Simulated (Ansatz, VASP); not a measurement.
## One calculation of Al, two programs

Contents of INCAR:

```
SYSTEM = Al
ALGO     = Normal         ! electronic algorithm
EDIFF    = 1E-6           ! SCF threshold, eV
ENCUT    = 500            ! plane-wave cutoff, eV
GGA      = PE             ! functional
GGA_COMPAT= .FALSE.      
ISIF     = 2              ! what is computed and relaxed
ISMEAR   = 0              ! smearing method
IVDW     = 12             ! dispersion correction
LASPH    = .TRUE.         ! aspherical terms in the spheres
LCHARG   = .FALSE.        ! write CHGCAR
LREAL    = .FALSE.        ! projectors in reciprocal space
LWAVE    = .FALSE.        ! write WAVECAR
NBANDS   = 8              ! bands
NELM     = 120            ! most SCF steps
PREC     = Accurate       ! precision mode
SIGMA    = 0.1            ! smearing width, eV
```

File KPOINTS:

```
k-points
0
G
  8 8 8
  0 0 0
```

POSCAR

```
Al
1.0
    0.0000000000      2.0194648466      2.0194648466
    2.0194648466      0.0000000000      2.0194648466
    2.0194648466      2.0194648466      0.0000000000
Al
1
Direct
    0.0000000000      0.0000000000      0.0000000000
```

Input for Ansatz:

```yaml
crystal:
  lattice:
    - [0.0, 2.0194648466, 2.0194648466]
    - [2.0194648466, 0.0, 2.0194648466]
    - [2.0194648466, 2.0194648466, 0.0]
  atoms:
    - { symbol: Al, position: [0.0, 0.0, 0.0] }
basis:
  ecutwfc: 420
kpoints:
  mp_grid: { grid: [8, 8, 8] }
hamiltonian:
  xc: pbe
  dispersion: d3bj
scf:
  occupations: { method: gaussian, width: 0.1 }
output:
  forces: true
  stress: true
  eigenvalues: true
```

Alike in both runs: task single point; functional PBE; dispersion D3(BJ); k mesh 8 × 8 × 8; occupations gaussian, width 0.1 eV; no spin polarisation.

|  | VASP | Ansatz |
| --- | --- | --- |
| version | VASP 6.6.1 | Ansatz 0.2.0 |
| potentials or method | VASP PAW PBE potentials, release 64 (Al), cutoff 500 eV | scalar-relativistic, plane waves, PAW |
| valence electrons in the cell | 3 | 3 |

```tsv
	VASP	Ansatz	Ansatz less VASP
gap on the k mesh at the Fermi level (eV)	none	none	-
pressure (GPa)	-3.2	-3.2	+0.04
```

A gap of «none» marks a metal or a gap that the smearing closes.
